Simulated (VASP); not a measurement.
Runs of VASP 6.6.1 on Al2O3. The structure is that of space group P-6m2 (No. 187), or close to it. The cells are those of the table. 

```tsv
cell	gap on the mesh (eV)	pressure (GPa)	largest force (eV/Å)
a = 2.714, b = 2.714, c = 10.543 Å, angles 90.0, 90.0, 120.0°, 5 atoms	4.24	4.0	(c)
a = 2.794, b = 2.794, c = 9.949 Å, angles 90.0, 90.0, 120.0°, 5 atoms	5.05	-1.4	1.27
a = 3.107, b = 3.107, c = 8.046 Å, angles 90.0, 90.0, 120.0°, 5 atoms	2.41	(b)	3.34
a = 2.643, b = 2.643, c = 11.121 Å, angles 90.0, 90.0, 120.0°, 5 atoms	3.01	9.7	3.20
a = 2.838, b = 2.838, c = 9.645 Å, angles 90.0, 90.0, 120.0°, 5 atoms	5.16	(a)	0.65
a = 2.966, b = 2.966, c = 8.832 Å, angles 90.0, 90.0, 120.0°, 5 atoms	3.90	-9.9	1.20
```

Alike in all rows: task single point; level LDA; potentials or basis VASP PAW LDA potentials, release 64 (Al, O); no spin polarisation; k mesh 12 × 12 × 4; cutoff (eV) 520; smearing gaussian 0.05 eV.

Question: Estimate the missing entries.

Answer: (a) -4.0; (b) -14.2; (c) 2.35.

Caveats: forces of over 1 eV/Å act on the atoms, so gaps and moduli don't describe the material at rest (some runs).

A k mesh can miss the band edges.
